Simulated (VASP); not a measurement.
# Tl2O4H6 (Tl2(OH)2(H2O)2) in VASP: single point with PBE

Aim: the single point of Tl2O4H6 (Tl2(OH)2(H2O)2) with PBE.

Program: VASP 6.6.1. These are calculated values, not measurements. Logs are shortened: lines on timing, memory, paths and dates and some standing lists are left out, and cuts for length are marked.

### 1 The cell of the first run

The cell holds a molecule in a box, 12 atoms: a = 13.650 Å, b = 11.900 Å, c = 17.030 Å, α = 90.00°, β = 90.00°, γ = 90.00°.

### 2 Single point, PBE

INCAR reads:

```
SYSTEM = TlH3O2
PREC = Accurate
ENCUT = 520
EDIFF = 1E-6
ISMEAR = 0
SIGMA = 0.01
LREAL = .False.
LASPH = .True.
NELM = 100
ALGO = Normal
ISIF = 2
LWAVE = .False.
LCHARG = .True.
GGA = PE
LELF = .True.
LVHAR = .True.
NBANDS = 40
```

KPOINTS reads:

```
regular mesh
0
Gamma
  1 1 1
  0 0 0
```

POSCAR reads:

```
TlH3O2
1.0
   13.6500000000      0.0000000000      0.0000000000
    0.0000000000     11.9000000000      0.0000000000
    0.0000000000      0.0000000000     17.0300000000
Tl O H
2 4 6
Direct
    0.5000893800      0.6217621800      0.5702660000
    0.5000893800      0.3781512600      0.4298197300
    0.5999692300      0.4999563000      0.5000428700
    0.4002095200      0.4999563000      0.5000428700
    0.5000893800      0.4731916000      0.7093552600
    0.5000893800      0.5267218500      0.2907304800
    0.6705084200      0.4999563000      0.5000428700
    0.3296703300      0.4999563000      0.5000428700
    0.5556044000      0.5059159700      0.7358461500
    0.4445743600      0.5059159700      0.7358461500
    0.5556044000      0.4939966400      0.2642395800
    0.4445743600      0.4939966400      0.2642395800
```

Potentials or basis: VASP PAW PBE potentials, release 64 (Tl_d, O, H).

Command:

```bash
> cat potpaw_PBE.64/Tl_d/POTCAR potpaw_PBE.64/O/POTCAR potpaw_PBE.64/H/POTCAR > POTCAR
> mpirun -np 1 vasp_gam > vasp.out
```

OUTCAR:

```text
SYSTEM = TlH3O2
   PREC = Accurate
   ENCUT = 520
   EDIFF = 1E-6
   ISMEAR = 0
   LREAL = .False.
   LASPH = .True.
   NELM = 100
   ISIF = 2
   GGA = PE

 ion  position               nearest neighbor table
   1  0.500  0.622  0.570-   3 2.32   4 2.32   5 2.96   2 3.76
   2  0.500  0.378  0.430-   3 2.32   4 2.32   6 2.96   1 3.76
   3  0.600  0.500  0.500-   7 0.96   2 2.32   1 2.32
   4  0.400  0.500  0.500-   8 0.96   2 2.32   1 2.32
   5  0.500  0.473  0.709-   9 0.96  10 0.96   1 2.96
   6  0.500  0.527  0.291-  11 0.96  12 0.96   2 2.96
   7  0.671  0.500  0.500-   3 0.96
   8  0.330  0.500  0.500-   4 0.96
   9  0.556  0.506  0.736-   5 0.96
  10  0.445  0.506  0.736-   5 0.96
  11  0.556  0.494  0.264-   6 0.96
  12  0.445  0.494  0.264-   6 0.96

  LATTYP: Found a simple orthorhombic cell.
 ALAT       =    11.9000000000
 B/A-ratio  =     1.1470588235
 C/A-ratio  =     1.4310924370

  Lattice vectors:

 A1 = (   0.0000000000, -11.9000000000,   0.0000000000)
 A2 = (  13.6500000000,   0.0000000000,   0.0000000000)
 A3 = (   0.0000000000,   0.0000000000,  17.0300000000)

Analysis of symmetry for initial positions (statically):
=====================================================================
 Subroutine PRICEL returns:
 Original cell was already a primitive cell.

 Routine SETGRP: Setting up the symmetry group for a
 simple orthorhombic supercell.

 Subroutine GETGRP returns: Found  4 space group operations
 (whereof  1 operations were pure point group operations)
 out of a pool of  8 trial point group operations.

The static configuration has the point symmetry C_1 .
 The point group associated with its full space group is C_2h.

Analysis of symmetry for dynamics (positions and initial velocities):
=====================================================================
 Subroutine PRICEL returns:
 Original cell was already a primitive cell.

 Routine SETGRP: Setting up the symmetry group for a
 simple orthorhombic supercell.

 Subroutine GETGRP returns: Found  4 space group operations
 (whereof  1 operations were pure point group operations)
 out of a pool of  8 trial point group operations.

The dynamic configuration has the point symmetry C_1 .
 The point group associated with its full space group is C_2h.

 Subroutine INISYM returns: Found  4 space group operations
 (whereof  1 operations are pure point group operations),
 and found     1 'primitive' translations

[... 103 lines left out ...]
   EMIN   =  10.00;   EMAX   =-10.00  energy-range for DOS
   EFERMI =   0.00;   METHOD = LEGACY
   ISMEAR =     0;   SIGMA  =   0.01  broadening in eV -4-tet -1-fermi 0-gaus
   EFERMI_NEDOS =   21; number of points for ismear=-14 and -15
   IALGO  =     38    algorithm
   IMIX   =      4    mixing-type and parameters
     AMIX     =   0.40;   BMIX     =  1.00
     AMIX_MAG =   1.60;   BMIX_MAG =  1.00
  volume/ion in A,a.u.               =     230.52      1555.64
  Fermi-wavevector in a.u.,A,eV,Ry     =   0.446176  0.843150  2.708551  0.199073
  Thomas-Fermi vector in A             =   1.424318
   LORBIT       =      0    0 simple, 1 ext, 2 COOP (PROOUT), +10 PAW based schemes
   GGA     = PE    functional components
   LHFCALC =     F    Hartree Fock is set to
   AEXX    =    0.0000 exact exchange contribution
   IVDW    =     0    specifies the selected vdW correction
   LEPSILON=     F    determine dielectric tensor
   LRPA    =     F    only Hartree local field effects (RPA)
 non-spin polarized calculation
 Gauss-broadening in eV      SIGMA  =   0.01
  energy-cutoff  :      520.00
  volume of cell :     2766.27
 maximum number of plane-waves:     37263
 NGX is ok and might be reduce to   108
   NGX = 51   NGY = 45   NGZ = 63

 number of electron      56.0000013 magnetization

 Free energy of the ion-electron system (eV)
  ---------------------------------------------------
  ext. energy  EPLUGINS =         0.00000000
  ---------------------------------------------------
  free energy    TOTEN  =       -53.97391037 eV

  energy without entropy =      -53.97391037  energy(sigma->0) =      -53.97391037

 E-fermi :  -4.2178     XC(G=0):  -0.9312

 val. band max:       -4.3070259176   @ k =   0.0000   0.0000   0.0000
 cond. band min:      -0.9464644537   @ k =   0.0000   0.0000   0.0000
 fundamental gap:      3.3605614639
 Fermi energy:        -4.2178457485

 k-point     1 :       0.0000    0.0000    0.0000
  band No.  band energies     occupation
      1     -25.4569      2.00000
      2     -25.4568      2.00000
      3     -22.1501      2.00000
      4     -21.9653      2.00000
      5     -13.8046      2.00000
      6     -13.7511      2.00000
[... 32 lines left out ...]
     39       0.8501      0.00000
     40       0.9188      0.00000

------------------------ aborting loop because EDIFF is reached ----------------------------------------

  FORCE on cell =-STRESS in cart. coord.  units (eV):
  Direction    XX          YY          ZZ          XY          YZ          ZX
  --------------------------------------------------------------------------------------
  -------------------------------------------------------------------------------------
  Total        2.8843676      1.0607150      1.1910470      0.0000000      0.6810767      0.0000000
  in kB        1.6705787      0.6143488      0.6898350      0.0000000      0.3944685      0.0000000
  external PRESSURE =       0.9915875 kB  Pullay stress =       0.0000000 kB

 VOLUME and BASIS-vectors are now :
 -----------------------------------------------------------------------------
  energy-cutoff  :      520.00
  volume of cell :     2766.27
      direct lattice vectors                 reciprocal lattice vectors
    13.650000000  0.000000000  0.000000000     0.073260073  0.000000000  0.000000000
     0.000000000 11.900000000  0.000000000     0.000000000  0.084033613  0.000000000
     0.000000000  0.000000000 17.030000000     0.000000000  0.000000000  0.058719906

 POSITION                                       TOTAL-FORCE (eV/Angst)
 -----------------------------------------------------------------------------------
      6.82622      7.39897      9.71163        -0.000000      0.361136      0.156676
      6.82622      4.50000      7.31983        -0.000000     -0.361136     -0.156676
      8.18958      5.94948      8.51573        -0.122925      0.000000     -0.000000
      5.46286      5.94948      8.51573         0.122925      0.000000     -0.000000
      6.82622      5.63098     12.08032        -0.000000     -0.302673     -0.268253
      6.82622      6.26799      4.95114        -0.000000      0.302673      0.268253
      9.15244      5.94948      8.51573         0.450352      0.000000     -0.000000
      4.50000      5.94948      8.51573        -0.450352      0.000000     -0.000000
      7.58400      6.02040     12.53146         0.444438      0.124057      0.183807
      6.06844      6.02040     12.53146        -0.444438      0.124057      0.183807
      7.58400      5.87856      4.50000         0.444438     -0.124057     -0.183807
      6.06844      5.87856      4.50000        -0.444438     -0.124057     -0.183807
 -----------------------------------------------------------------------------------
    total drift:                                0.000171      0.017603     -0.002457

  FREE ENERGIE OF THE ION-ELECTRON SYSTEM (eV)
  ---------------------------------------------------
  free  energy   TOTEN  =       -53.9739103693 eV

  energy  without entropy=      -53.9739103693  energy(sigma->0) =      -53.97391037
```

stdout:

```text
POSCAR found type information on POSCAR TlO H
 POSCAR found :  3 types and      12 ions
 scaLAPACK will be used
 LDA part: xc-table for (Slater+PW92), standard interpolation
 POSCAR, INCAR and KPOINTS ok, starting setup
 FFT: planning ... GRIDC
 FFT: planning ... GRID_SOFT
 FFT: planning ... GRID
 WAVECAR not read
 entering main loop
```

Wall time 4.5 min (1 thread of Intel Xeon Platinum 8488C (Sapphire Rapids), shared host); peak memory 1.8 GiB.

What came out:

- Free energy: -53.9739 eV
- Largest force: 0.497 eV/Å
- Gap between the frontier levels: 3.36 eV

Forces in eV/Å, atoms in the order of the input:
```
Tl   0.000  0.361  0.157
Tl   0.000 -0.361 -0.157
O   -0.123  0.000  0.000
O    0.123  0.000  0.000
O    0.000 -0.303 -0.268
O    0.000  0.303  0.268
H    0.450  0.000  0.000
H   -0.450  0.000  0.000
H    0.444  0.124  0.184
H   -0.444  0.124  0.184
H    0.444 -0.124 -0.184
H   -0.444 -0.124 -0.184
```

Caveat: spin-orbit coupling is left out, which moves the levels of the heavy elements.
